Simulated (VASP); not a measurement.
Runs of VASP 6.6.1 on Al3B2P. The structure is that of space group P-3m1 (No. 164), or close to it. The cells are those of the table. 

```csv
task,cell,k mesh,cutoff (eV),gap on the mesh (eV),pressure (GPa),largest force (eV/Å)
single point,"a = 3.351, b = 3.351, c = 8.001 Å, angles 90.0, 90.0, 120.0°, 6 atoms",12 × 12 × 6,520,none,-0.1,-
single point,"a = 3.423, b = 3.423, c = 8.312 Å, angles 90.0, 90.0, 120.0°, 6 atoms",6 × 6 × 2,520,none,-1.2,(a)
relaxation of cell and atoms,"relaxed from a = 3.423, b = 3.423, c = 8.312 Å, angles 90.0, 90.0, 120.0°, 6 atoms",6 × 6 × 2,600,none,-0.3,0.02
single point,"a = 3.362, b = 3.362, c = 7.943 Å, angles 90.0, 90.0, 120.0°, 6 atoms",6 × 6 × 2,520,none,-0.1,-
```

Alike in all rows: level PBE; potentials or basis VASP PAW PBE potentials, release 64 (Al, B, P); no spin polarisation; smearing gaussian 0.1 eV.

**Question.** Estimate the missing entries.

**Answer.** (a) 3.07.

Caveats: some runs use coarse meshes; forces of over 1 eV/Å act on the atoms, so gaps and moduli don't describe the material at rest (some runs).

A gap of «none» marks levels without a gap at the run's occupations.
